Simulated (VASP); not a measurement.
# Br (Cmce) in VASP: notebook

Aim: see how the results for Br move with the level of theory and the settings. Levels: BLYP+D4, HSE06. Tasks: relaxation of cell and atoms, single point.

Program: VASP 6.6.1. These are calculated values, not measurements. Logs are shortened: lines on timing, memory, paths and dates and some standing lists are left out, and cuts for length are marked.

**1. The cell of the first run**

Symmetry: Cmce, No. 64, orthorhombic system. Conventional cell: a = 6.726 Å, b = 4.645 Å, c = 8.702 Å, α = 90.00°, β = 90.00°, γ = 90.00°. Br (site symmetry m) has 1 Br at 2.29 Å within 3.0 Å.

**2. Relaxation of cell and atoms, BLYP+D4**

The input, INCAR:

```
AGGAC = 1.0
AGGAX = 1.0
ALDAC = 0.0
ALDAX = 1.0
ALGO = Normal
EDIFF = 1E-6
EDIFFG = -0.01
ENCUT = 600
GGA = B5
IBRION = 2
ISIF = 3
ISMEAR = -1
IVDW = 13
LASPH = True
LCHARG = False
LREAL = False
LWAVE = False
NELM = 100
NSW = 60
PREC = Accurate
SIGMA = 0.05
VDW_A1 = 0.44488865
VDW_A2 = 4.0933009
VDW_S6 = 1.0
VDW_S8 = 2.34076671
```

The input, KPOINTS:

```
k-points
0
Gamma
  7 7 3
```

The input, POSCAR:

```
Br
1.0
    3.3632500000     -2.3225500000      0.0000000000
    3.3632500000      2.3225500000      0.0000000000
    0.0000000000      0.0000000000      8.7023000000
Br
4
Direct
    0.3651000000      0.6349000000      0.3901000000
    0.1349000000      0.8651000000      0.8901000000
    0.6349000000      0.3651000000      0.6099000000
    0.8651000000      0.1349000000      0.1099000000
```

Potentials or basis: VASP PAW PBE potentials, release 64 (Br).

Started as:

```bash
> cat potpaw_PBE.64/Br/POTCAR > POTCAR
> mpirun -np 1 vasp_std > vasp.out
```

OUTCAR:

```text
EDIFF = 1E-6
   EDIFFG = -0.01
   ENCUT = 600
   GGA = B5
   IBRION = 2
   ISIF = 3
   ISMEAR = -1
   IVDW = 13
   LASPH = True
   LREAL = False
   NELM = 100
   NSW = 60
   PREC = Accurate

 ion  position               nearest neighbor table
   1  0.365  0.635  0.390-   3 2.29
   2  0.135  0.865  0.890-   4 2.29
   3  0.635  0.365  0.610-   1 2.29
   4  0.865  0.135  0.110-   2 2.29

  LATTYP: Found a base centered orthorhombic cell.
 ALAT       =     4.6451000000
 B/A-ratio  =     1.4480850789
 C/A-ratio  =     1.8734365245

  Lattice vectors:

 A1 = (  -3.3632500000,  -2.3225500000,   0.0000000000)
 A2 = (   3.3632500000,  -2.3225500000,   0.0000000000)
 A3 = (   0.0000000000,   0.0000000000,   8.7023000000)

Analysis of symmetry for initial positions (statically):
=====================================================================
 Subroutine PRICEL returns:
 Original cell was already a primitive cell.

 Routine SETGRP: Setting up the symmetry group for a
 base centered orthorhombic supercell.

 Subroutine GETGRP returns: Found  8 space group operations
 (whereof  4 operations were pure point group operations)
 out of a pool of  8 trial point group operations.

The static configuration has the point symmetry C_2h.
 The point group associated with its full space group is D_2h.

Analysis of symmetry for dynamics (positions and initial velocities):
=====================================================================
 Subroutine PRICEL returns:
 Original cell was already a primitive cell.

 Routine SETGRP: Setting up the symmetry group for a
 base centered orthorhombic supercell.

 Subroutine GETGRP returns: Found  8 space group operations
 (whereof  4 operations were pure point group operations)
 out of a pool of  8 trial point group operations.

The dynamic configuration has the point symmetry C_2h.
 The point group associated with its full space group is D_2h.

 Subroutine INISYM returns: Found  8 space group operations
 (whereof  4 operations are pure point group operations),
 and found     1 'primitive' translations

----------------------------------------------------------------------------------------

                                     Primitive cell

  volume of cell :     135.9528

  direct lattice vectors                    reciprocal lattice vectors
     3.363250000 -2.322550000  0.000000000     0.148665725 -0.215280618  0.000000000
     3.363250000  2.322550000  0.000000000     0.148665725  0.215280618  0.000000000
     0.000000000  0.000000000  8.702300000     0.000000000  0.000000000  0.114912150

  length of vectors
     4.087259359  4.087259359  8.702300000     0.261624239  0.261624239  0.114912150

[... 84 lines left out ...]
   EDIFF  = 0.1E-05   stopping-criterion for ELM
   LREAL  =      F    real-space projection
   EDIFFG = -.1E-01   stopping-criterion for IOM
   NSW    =     60    number of steps for IOM
   IBRION =      2    ionic relax: 0-MD 1-quasi-New 2-CG
   NFREE  =      1    steps in history (QN), initial steepest desc. (CG)
   ISIF   =      3    stress and relaxation
   ISYM   =      2    0-nonsym 1-usesym 2-fastsym
   POTIM  = 0.5000    time-step for ionic-motion
   TEBEG  =    0.0;   TEEND  =   0.0 temperature during run
   PSTRESS=    0.0 pullay stress
   NELECT =      28.0000    total number of electrons
   NUPDOWN=      -1.0000    fix difference up-down
   EMIN   =  10.00;   EMAX   =-10.00  energy-range for DOS
   EFERMI =   0.00;   METHOD = LEGACY
   ISMEAR =    -1;   SIGMA  =   0.05  broadening in eV -4-tet -1-fermi 0-gaus
   EFERMI_NEDOS =   21; number of points for ismear=-14 and -15
   IALGO  =     38    algorithm
   IMIX   =      4    mixing-type and parameters
     AMIX     =   0.40;   BMIX     =  1.00
     AMIX_MAG =   1.60;   BMIX_MAG =  1.00
  volume/ion in A,a.u.               =      33.99       229.36
  Fermi-wavevector in a.u.,A,eV,Ry     =   0.966788  1.826965 12.717090  0.934680
  Thomas-Fermi vector in A             =   2.096619
   LORBIT       =      0    0 simple, 1 ext, 2 COOP (PROOUT), +10 PAW based schemes
   GGA     = B5    functional components
   LHFCALC =     F    Hartree Fock is set to
   AEXX    =    0.0000 exact exchange contribution
   IVDW    =    13    specifies the selected vdW correction
   LEPSILON=     F    determine dielectric tensor
   LRPA    =     F    only Hartree local field effects (RPA)
 conjugate gradient relaxation of ions
 non-spin polarized calculation
  energy-cutoff  :      600.00
  volume of cell :      135.95
 maximum number of plane-waves:      4552
 NGX is ok and might be reduce to    36
   NGX = 17   NGY = 17   NGZ = 35

--------------------------------------- Ionic step        1  -------------------------------------------

 number of electron      28.0000004 magnetization

 Free energy of the ion-electron system (eV)
  ---------------------------------------------------
  ext. energy  EPLUGINS =         0.00000000
  ---------------------------------------------------
  free energy    TOTEN  =        -5.12811686 eV

  energy without entropy =       -5.12811686  energy(sigma->0) =       -5.12811686

------------------------ aborting loop because EDIFF is reached ----------------------------------------

  DFT-D4 for vdW energy calculation

  Edisp (eV):   -1.72239
[... 111 lines left out ...]
  FREE ENERGIE OF THE ION-ELECTRON SYSTEM (eV)
  ---------------------------------------------------
  free  energy   TOTEN  =        -6.9592022359 eV

  energy  without entropy=       -6.9592020812  energy(sigma->0) =       -6.95920216

[... ionic steps 4 to 12 ...]

--------------------------------------- Ionic step       13  -------------------------------------------

 number of electron      28.0000000 magnetization

------------------------ aborting loop because EDIFF is reached ----------------------------------------
[... 79 lines left out ...]
--------------------------------------- Ionic step       15  -------------------------------------------

 number of electron      28.0000001 magnetization

 Free energy of the ion-electron system (eV)
  ---------------------------------------------------
  ext. energy  EPLUGINS =         0.00000000
  ---------------------------------------------------
  free energy    TOTEN  =        -5.15322676 eV

  energy without entropy =       -5.15322590  energy(sigma->0) =       -5.15322633

 E-fermi :   1.2925     XC(G=0):  -7.9422

 val. band max:        0.6961029748   @ k =   0.0000   0.0000   0.0000
 cond. band min:       1.9300779998   @ k =   0.4286   0.4286   0.0000
 fundamental gap:      1.2339750250
 Fermi energy:         1.2924786690

 k-point     1 :       0.0000    0.0000    0.0000
  band No.  band energies     occupation
      1     -15.0047      2.00000
      2     -14.3370      2.00000
      3     -13.0428      2.00000
      4     -11.8873      2.00000
      5      -4.1467      2.00000
      6      -2.7419      2.00000
[... 481 lines left out ...]
      5      -4.0078      2.00000
      6      -3.8946      2.00000
[... 10 lines left out ...]
     17       8.3701      0.00000
     18       8.7375      0.00000

 [... further k-points ...]

------------------------ aborting loop because EDIFF is reached ----------------------------------------

  DFT-D4 for vdW energy calculation

  Edisp (eV):   -1.94313
[... 27 lines left out ...]
  FREE ENERGIE OF THE ION-ELECTRON SYSTEM (eV)
  ---------------------------------------------------
  free  energy   TOTEN  =        -7.0963567104 eV

  energy  without entropy=       -7.0963558484  energy(sigma->0) =       -7.09635628

 reached required accuracy - stopping structural energy minimisation
```

OSZICAR:

```text
N       E                     dE             d eps       ncg     rms          rms(c)
DAV:   1     0.202859024045E+03    0.20286E+03   -0.12495E+04  1152   0.145E+03
DAV:   2     0.982394262116E+01   -0.19304E+03   -0.19051E+03  1718   0.220E+02
DAV:   3    -0.540273904985E+01   -0.15227E+02   -0.15200E+02  1334   0.754E+01
DAV:   4    -0.557166813319E+01   -0.16893E+00   -0.16885E+00  1476   0.941E+00
[... 124 lines left out ...]
DAV:   1    -0.515350265548E+01    0.28281E-02   -0.28609E-02  1152   0.972E-01    0.954E-02
DAV:   2    -0.515332129578E+01    0.18136E-03   -0.11126E-03  1314   0.213E-01    0.423E-02
DAV:   3    -0.515323760631E+01    0.83689E-04   -0.13832E-04  1234   0.637E-02    0.196E-02
DAV:   4    -0.515322732859E+01    0.10278E-04   -0.21150E-05  1340   0.260E-02    0.115E-02
DAV:   5    -0.515322675893E+01    0.56966E-06   -0.18104E-06   668   0.101E-02
  15 F= -.70963567E+01 E0= -.70963563E+01  d E =-.857211E-04
```

CONTCAR:

```text
Br
   1.00000000000000
     3.3917954890660336   -2.1058374674090068    0.0000000000000000
     3.3917954890660336    2.1058374674090068   -0.0000000000000000
     0.0000000000000000    0.0000000000000000    8.6263914272308018
  Br
     4
Direct
     0.3456671129778314    0.6543328870221684    0.3806690179248410
     0.1543328870221685    0.8456671129778316    0.8806690179248409
     0.6543328870221684    0.3456671129778314    0.6193309820751591
     0.8456671129778316    0.1543328870221685    0.1193309820751590

  0.00000000E+00  0.00000000E+00  0.00000000E+00
  0.00000000E+00  0.00000000E+00  0.00000000E+00
  0.00000000E+00  0.00000000E+00  0.00000000E+00
  0.00000000E+00  0.00000000E+00  0.00000000E+00
```

It took 8.6 min on 1 thread of Intel Xeon 6975P-C (Granite Rapids), shared host; peak memory 0.34 GiB.

Results:

```
Free energy                           : -7.0964 eV
Relaxed volume                        : 30.81 Å³/atom
Relaxed cell                          : a = 3.992 Å, b = 3.992 Å, c = 8.626 Å, α = 90.00°, β = 90.00°, γ = 63.67°
Space group after relaxing (to 0.1 Å) : Cmce (No. 64)
Energy gained by relaxing             : 61.5 meV/atom
Ionic steps                           : 15
Pressure after relaxing               : 0.0 GPa
Largest force after relaxing          : 0.004 eV/Å
Band gap on the k mesh                : 1.23 eV (least direct gap 1.30 eV)
Dispersion energy per atom            : -0.486 eV
```

Forces in eV/Å, atoms in the order of the input:
```
Br   0.000  0.003  0.003
Br   0.000 -0.003  0.003
Br   0.000 -0.003 -0.003
Br   0.000  0.003 -0.003
```

Step by step:
```
step  energy change (eV)  largest force (eV/Å)  pressure (GPa)  volume (Å³)
   1              0.0000                1.3347            1.25       135.95
   2             -0.0245                0.5114           -2.83       141.16
   3             -0.1087                0.1858           -1.18       138.54
   4             -0.1510                0.1823           -0.95       134.60
   5             -0.2207                0.1850            0.40       123.17
   6             -0.2208                0.1872            0.54       122.35
   7             -0.2250                0.2229           -0.20       122.01
   8             -0.2277                0.1232            0.08       122.15
   9             -0.2351                0.0984            0.06       122.42
  10             -0.2454                0.0291            0.07       123.08
  11             -0.2456                0.0214            0.08       123.20
  12             -0.2456                0.0222            0.07       123.18
  13             -0.2451                0.0523           -0.24       123.78
  14             -0.2458                0.0141           -0.04       123.38
  15             -0.2458                0.0041           -0.02       123.23
```

Final structure:
```xyz
4
Lattice="3.3918 -2.1058 0.0000 3.3918 2.1058 0.0000 0.0000 0.0000 8.6264" Properties=species:S:1:pos:R:3 pbc="T T T"
Br    3.3918    0.6500    3.2838
Br    3.3918    1.4558    7.5970
Br    3.3918   -0.6500    5.3426
Br    3.3918   -1.4558    1.0294
```

Levels at points of the mesh, in eV from the valence-band top:
```csv
k point,band 11,band 12,band 13,band 14,band 15,band 16,band 17,band 18
"(0.00, 0.00, 0.00)",-1.17,-0.57,-0.28,0.00,1.30,2.13,6.27,7.08
```

Caveat: the PAW data sets were made with another functional, which shifts forces and pressure a little.

**3. Single point, HSE06**

POSCAR is that of step 2.

The input, INCAR.step1:

```
  PREC = Accurate
  ENCUT = 520
  EDIFF = 1E-5
  ISMEAR = -1
  SIGMA = 0.05
  LREAL = False
  LASPH = True
  NELM = 60
  ALGO = Normal
  ISIF = 2
  LWAVE = True
  LCHARG = False
  GGA = PE
  NBANDS = 22
```

The input, INCAR.step2:

```
  PREC = Accurate
  ENCUT = 520
  EDIFF = 1E-6
  ISMEAR = -1
  SIGMA = 0.05
  LREAL = False
  LASPH = True
  NELM = 60
  ALGO = Normal
  ISIF = 2
  LWAVE = False
  LCHARG = False
  GGA = PE
  LHFCALC = True
  HFSCREEN = 0.2079
  PRECFOCK = Normal
  ISTART = 1
  NBANDS = 22
```

The input, KPOINTS:

```
Automatic mesh
0
Gamma
  4 4 2
```

Potentials or basis: VASP PAW PBE potentials, release 64 (Br).

Started as:

```bash
> cat potpaw_PBE.64/Br/POTCAR > POTCAR
> cp INCAR.step1 INCAR
> mpirun -np 1 vasp_std > vasp.out
> cp INCAR.step2 INCAR
> mpirun -np 1 vasp_std > vasp.out
```

It took 43 min on 1 thread of Intel Xeon 8259CL, shared host; peak memory 0.38 GiB.

Results (log left out):

| Item | Value |
| --- | --- |
| Free energy | -9.0443 eV |
| Pressure | 0.8 GPa |
| Largest force | 0.157 eV/Å |
| Band gap on the k mesh | 3.10 eV (least direct gap 3.22 eV) |

Forces in eV/Å, atoms in the order of the input:
```
Br   0.000  0.056 -0.147
Br   0.000 -0.056 -0.147
Br   0.000 -0.056  0.147
Br   0.000  0.056  0.147
```

Stress tensor (GPa, compression positive):
```
0.99 0.00 0.00
0.00 0.54 0.00
0.00 0.00 0.80
```

Levels at points of the mesh, in eV from the valence-band top:
```tsv
k point	band 12	band 13	band 14	band 15	band 16	band 17
(0.00, 0.00, 0.00)	-0.38	-0.16	-0.12	3.10	3.94	7.16
(0.50, 0.00, 0.00)	-0.83	-0.28	-0.28	3.75	3.75	8.32
(0.50, 0.50, 0.00)	-1.22	-0.43	-0.09	3.17	3.58	8.50
(0.00, 0.00, 0.50)	-0.86	-0.14	-0.14	3.34	3.34	7.93
(0.50, 0.00, 0.50)	-0.61	0.00	0.00	3.52	3.52	8.65
(0.50, 0.50, 0.50)	-0.96	-0.72	-0.72	3.24	3.24	9.25
```

Caveat: this functional lacks dispersion, which holds the molecules together, so the pressure and a relaxed volume are unreliable; the PAW data sets were made with another functional, which shifts forces and pressure a little. A k mesh can miss the band edges.
